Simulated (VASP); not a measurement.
# SiO2 in VASP: settings compared

SiO2 is run at these levels: r2SCAN, PBE; tasks: single point.

All numbers are computed with VASP 6.6.1; they aren't measurements. Logs are shortened: lines on timing, memory, paths and dates and some standing lists are left out, and cuts for length are marked.

## Step 1: The cell of the first run

The structure is cubic, space group Fm-3m (No. 225). Conventional cell: a = 4.464 Å, b = 4.464 Å, c = 4.464 Å, α = 90.00°, β = 90.00°, γ = 90.00°. Si (site symmetry m-3m) has 8 O at 1.93 Å within 2.6 Å. Within 2.6 Å of O (site symmetry -43m) lie 4 Si at 1.93 Å and 6 O at 2.23 Å.

## Step 2: Single point, r2SCAN (strain -1.4%)

Contents of POSCAR:

```
SiO2
1.0
    0.0000000000      2.2320179101      2.2320179101
    2.2320179101      0.0000000000      2.2320179101
    2.2320179101      2.2320179101      0.0000000000
Si O
1 2
Direct
    0.0000000000      0.0000000000      0.0000000000
    0.2500000000      0.2500000000      0.2500000000
    0.7500000000      0.7500000000      0.7500000000
```

Contents of INCAR.step1:

```
ALGO = Normal
EDIFF = 1E-4
ENCUT = 520
GGA = PE
ISMEAR = 0
LASPH = T
LCHARG = F
LREAL = F
LWAVE = T
NBANDS = 15
NELM = 80
PREC = Accurate
SIGMA = 0.01
```

Contents of INCAR.step2:

```
ALGO = Normal
EDIFF = 1E-6
ENCUT = 520
ISIF = 2
ISMEAR = 0
ISTART = 1
LASPH = T
LCHARG = F
LMIXTAU = T
LREAL = F
LWAVE = F
METAGGA = R2SCAN
NBANDS = 15
NELM = 80
PREC = Accurate
SIGMA = 0.01
```

Contents of KPOINTS:

```
k-points
0
Gamma
  10 10 10
```

Potentials or basis: VASP PAW PBE potentials, release 64 (Si, O).

Run with:

```console
$ cat potpaw_PBE.64/Si/POTCAR potpaw_PBE.64/O/POTCAR > POTCAR
$ cp INCAR.step1 INCAR
$ mpirun -np 1 vasp_std > vasp.out
$ cp INCAR.step2 INCAR
$ mpirun -np 1 vasp_std > vasp.out
```

OUTCAR:

```text
EDIFF = 1E-6
   ENCUT = 520
   ISIF = 2
   ISMEAR = 0
   ISTART = 1
   LASPH = T
   LREAL = F
   METAGGA = R2SCAN
   NELM = 80
   PREC = Accurate

 ion  position               nearest neighbor table
   1  0.000  0.000  0.000-   2 1.93   3 1.93   3 1.93   3 1.93   3 1.93   2 1.93   2 1.93   2 1.93

   2  0.250  0.250  0.250-   1 1.93   1 1.93   1 1.93   1 1.93
   3  0.750  0.750  0.750-   1 1.93   1 1.93   1 1.93   1 1.93

  LATTYP: Found a face centered cubic cell.
 ALAT       =     4.4640358202

  Lattice vectors:

 A1 = (   0.0000000000,   2.2320179101,   2.2320179101)
 A2 = (   2.2320179101,   0.0000000000,   2.2320179101)
 A3 = (   2.2320179101,   2.2320179101,   0.0000000000)

Analysis of symmetry for initial positions (statically):
=====================================================================
 Subroutine PRICEL returns:
 Original cell was already a primitive cell.

 Routine SETGRP: Setting up the symmetry group for a
 face centered cubic supercell.

 Subroutine GETGRP returns: Found 48 space group operations
 (whereof 48 operations were pure point group operations)
 out of a pool of 48 trial point group operations.

The static configuration has the point symmetry O_h .

Analysis of symmetry for dynamics (positions and initial velocities):
=====================================================================
 Subroutine PRICEL returns:
 Original cell was already a primitive cell.

 Routine SETGRP: Setting up the symmetry group for a
 face centered cubic supercell.

 Subroutine GETGRP returns: Found 48 space group operations
 (whereof 48 operations were pure point group operations)
 out of a pool of 48 trial point group operations.

The dynamic configuration has the point symmetry O_h .

 Subroutine INISYM returns: Found 48 space group operations
 (whereof 48 operations are pure point group operations),
 and found     1 'primitive' translations

----------------------------------------------------------------------------------------

                                     Primitive cell

  volume of cell :      22.2394

[... 88 lines left out ...]
   ENCUT  =  520.0 eV  38.22 Ry    6.18 a.u.   5.87  5.87  5.87*2*pi/ulx,y,z
   NELM   =     80;   NELMIN=  2; NELMDL=  0     # of ELM steps
   EDIFF  = 0.1E-05   stopping-criterion for ELM
   LREAL  =      F    real-space projection
   EDIFFG = 0.1E-04   stopping-criterion for IOM
   NSW    =      0    number of steps for IOM
   IBRION =     -1    ionic relax: 0-MD 1-quasi-New 2-CG
   NFREE  =      0    steps in history (QN), initial steepest desc. (CG)
   ISIF   =      2    stress and relaxation
   ISYM   =      2    0-nonsym 1-usesym 2-fastsym
   POTIM  = 0.5000    time-step for ionic-motion
   TEBEG  =    0.0;   TEEND  =   0.0 temperature during run
   PSTRESS=    0.0 pullay stress
   NELECT =      16.0000    total number of electrons
   NUPDOWN=      -1.0000    fix difference up-down
   EMIN   =  10.00;   EMAX   =-10.00  energy-range for DOS
   EFERMI =   0.00;   METHOD = LEGACY
   ISMEAR =     0;   SIGMA  =   0.01  broadening in eV -4-tet -1-fermi 0-gaus
   EFERMI_NEDOS =   21; number of points for ismear=-14 and -15
   IALGO  =     38    algorithm
   IMIX   =      4    mixing-type and parameters
     AMIX     =   0.40;   BMIX     =  1.00
     AMIX_MAG =   1.60;   BMIX_MAG =  1.00
  volume/ion in A,a.u.               =       7.41        50.03
  Fermi-wavevector in a.u.,A,eV,Ry     =   1.466922  2.772081 29.277852  2.151861
  Thomas-Fermi vector in A             =   2.582602
   LORBIT       =      0    0 simple, 1 ext, 2 COOP (PROOUT), +10 PAW based schemes
   METAGGA = R2SCAN    functional components
   LHFCALC =     F    Hartree Fock is set to
   AEXX    =    0.0000 exact exchange contribution
   IVDW    =     0    specifies the selected vdW correction
   LEPSILON=     F    determine dielectric tensor
   LRPA    =     F    only Hartree local field effects (RPA)
 non-spin polarized calculation
 Gauss-broadening in eV      SIGMA  =   0.01
  energy-cutoff  :      520.00
  volume of cell :       22.24
 maximum number of plane-waves:       612
   NGX = 11   NGY = 11   NGZ = 11

 number of electron      16.0000001 magnetization

 Free energy of the ion-electron system (eV)
  ---------------------------------------------------
  ext. energy  EPLUGINS =         0.00000000
  ---------------------------------------------------
  free energy    TOTEN  =       -25.73163874 eV

  energy without entropy =      -25.73163874  energy(sigma->0) =      -25.73163874

 E-fermi :  10.2225     XC(G=0): -13.3171

 val. band max:       10.0983252506   @ k =   0.5000   0.5000   0.0000
 cond. band min:      12.8339362908   @ k =   0.5000   0.5000   0.0000
 fundamental gap:      2.7356110401
 Fermi energy:        10.2224772221

 k-point     1 :       0.0000    0.0000    0.0000
  band No.  band energies     occupation
      1     -14.5491      2.00000
      2      -7.1071      2.00000
      3       3.7074      2.00000
      4       3.7074      2.00000
      5       3.7074      2.00000
      6       7.6284      2.00000
      7       7.6284      2.00000
      8       7.6284      2.00000
      9      13.6586      0.00000
     10      16.8962      0.00000
     11      16.8962      0.00000
     12      16.8962      0.00000
     13      23.6021      0.00000
     14      23.6021      0.00000
[... 401 lines left out ...]
      2      -9.0323      2.00000
      3      -0.1976      2.00000
      4       1.7394      2.00000
      5       1.7757      2.00000
      6       8.3387      2.00000
      7       8.5149      2.00000
      8       8.6173      2.00000
      9      13.7668      0.00000
     10      18.6260      0.00000
     11      22.6742      0.00000
     12      22.7621      0.00000
     13      23.8337      0.00000
     14      27.0013      0.00000
     15      31.3796      0.00000

 [... further k-points ...]
[... 5 lines left out ...]
  --------------------------------------------------------------------------------------
  -------------------------------------------------------------------------------------
  Total        2.0875452      2.0875452      2.0875452      0.0000000     -0.0000000      0.0000000
  in kB      150.3915519    150.3915519    150.3915519      0.0000000     -0.0000000      0.0000000
  external PRESSURE =     150.3915519 kB  Pullay stress =       0.0000000 kB

 VOLUME and BASIS-vectors are now :
 -----------------------------------------------------------------------------
  energy-cutoff  :      520.00
  volume of cell :       22.24
      direct lattice vectors                 reciprocal lattice vectors
     0.000000000  2.232017910  2.232017910    -0.224012539  0.224012539  0.224012539
     2.232017910  0.000000000  2.232017910     0.224012539 -0.224012539  0.224012539
     2.232017910  2.232017910  0.000000000     0.224012539  0.224012539 -0.224012539

 POSITION                                       TOTAL-FORCE (eV/Angst)
 -----------------------------------------------------------------------------------
      0.00000      0.00000      0.00000         0.000000      0.000000     -0.000000
      1.11601      1.11601      1.11601        -0.000000     -0.000000     -0.000000
      3.34803      3.34803      3.34803        -0.000000      0.000000      0.000000
 -----------------------------------------------------------------------------------
    total drift:                                0.000000      0.000000      0.000000

  FREE ENERGIE OF THE ION-ELECTRON SYSTEM (eV)
  ---------------------------------------------------
  free  energy   TOTEN  =       -25.7316387359 eV

  energy  without entropy=      -25.7316387359  energy(sigma->0) =      -25.73163874
```

OSZICAR.step1:

```text
N       E                     dE             d eps       ncg     rms          rms(c)
DAV:   1     0.470714039966E+02    0.47071E+02   -0.89506E+03  1498   0.102E+03
DAV:   2    -0.207789741208E+02   -0.67850E+02   -0.60930E+02  1907   0.217E+02
DAV:   3    -0.225825393535E+02   -0.18036E+01   -0.18001E+01  1676   0.334E+01
DAV:   4    -0.225883212346E+02   -0.57819E-02   -0.57815E-02  1837   0.226E+00
DAV:   5    -0.225883503395E+02   -0.29105E-04   -0.29105E-04  1696   0.153E-01    0.114E+01
DAV:   6    -0.197923934571E+02    0.27960E+01   -0.52686E+00  1487   0.216E+01    0.434E+00
DAV:   7    -0.197929703329E+02   -0.57688E-03   -0.31604E-01  1739   0.452E+00    0.178E+00
DAV:   8    -0.197916716695E+02    0.12987E-02   -0.13818E-02  1529   0.129E+00    0.531E-01
DAV:   9    -0.197932784813E+02   -0.16068E-02   -0.29436E-03  1557   0.533E-01    0.169E-01
DAV:  10    -0.197935320865E+02   -0.25361E-03   -0.50445E-04  1557   0.173E-01    0.311E-02
DAV:  11    -0.197935197702E+02    0.12316E-04   -0.26963E-05  1188   0.464E-02
   1 F= -.19793520E+02 E0= -.19793520E+02  d E =-.179615E-65
```

Wall time 19 s (1 thread of Intel Xeon 6975P-C (Granite Rapids), shared host); peak memory 0.14 GiB.

What came out:

```yaml
Free_energy: -25.7316 eV
Pressure: 15.0 GPa
Band_gap_on_the_k_mesh: 2.74 eV
```

Caveat: the cell differs from its parent crystal (strain -1.4%); the cell stands under pressure; the PAW data sets were made with another functional, which shifts forces and pressure a little.

## Step 3: Single point, PBE (uniaxial x strain +3.7%)

Contents of INCAR:

```
PREC     = Accurate       # precision mode
ENCUT    = 520            # plane-wave cutoff, eV
EDIFF    = 1E-6           # SCF threshold, eV
ISMEAR   = -1             # smearing method
SIGMA    = 0.02           # smearing width, eV
LREAL    = False          # projectors in reciprocal space
LASPH    = True           # aspherical terms in the spheres
NELM     = 60             # most SCF steps
ALGO     = Normal         # electronic algorithm
ISIF     = 2              # what is computed and relaxed
LWAVE    = False          # write WAVECAR
LCHARG   = False          # write CHGCAR
GGA      = PE             # functional
NBANDS   = 15             # bands
```

Contents of KPOINTS:

```
Automatic mesh
0
Gamma
  10 10 10
```

Contents of POSCAR:

```
SiO2
1.0
    0.0000000000      2.2641691115      2.2641691115
    2.3483962024      0.0000000000      2.2641691115
    2.3483962024      2.2641691115      0.0000000000
Si O
1 2
Direct
    0.0000000000      0.0000000000      0.0000000000
    0.2500000000      0.2500000000      0.2500000000
    0.7500000000      0.7500000000      0.7500000000
```

Potentials or basis: VASP PAW PBE potentials, release 64 (Si, O).

Run with:

```console
$ cat potpaw_PBE.64/Si/POTCAR potpaw_PBE.64/O/POTCAR > POTCAR
$ mpirun -np 1 vasp_std > vasp.out
```

It took 9.5 s on 1 thread of Intel Xeon 6975P-C (Granite Rapids), shared host; peak memory 0.15 GiB.

The run converged. Its results:

* Free energy: -19.8629 eV
* Pressure: 0.3 GPa
* Band gap on the k mesh: 1.49 eV (least direct gap 1.62 eV)

Stress tensor (GPa, compression positive):
```
-24.01   0.00   0.00
  0.00  12.43   0.00
  0.00   0.00  12.43
```

Levels at points of the mesh, in eV from the valence-band top:
| k point | band 4 | band 5 | band 6 | band 7 | band 8 | band 9 | band 10 | band 11 | band 12 | band 13 |
| --- | --- | --- | --- | --- | --- | --- | --- | --- | --- | --- |
| (0.00, 0.00, 0.00) | -5.80 | -5.60 | -2.93 | -2.08 | -2.08 | 1.49 | 5.59 | 5.59 | 5.88 | 11.77 |
| (0.50, 0.00, 0.00) | -5.48 | -5.07 | -5.05 | -4.54 | -4.37 | 5.47 | 9.19 | 9.49 | 9.92 | 13.47 |
| (0.50, 0.50, 0.00) | -8.19 | -8.05 | -1.54 | -0.81 | 0.00 | 1.62 | 7.44 | 10.81 | 12.18 | 12.19 |
| (0.00, 0.50, 0.50) | -7.89 | -7.89 | -0.97 | -0.97 | -0.49 | 2.25 | 8.00 | 10.63 | 11.94 | 11.94 |

Caveat: the cell differs from its parent crystal (uniaxial x strain +3.7%). A k mesh can miss the band edges.
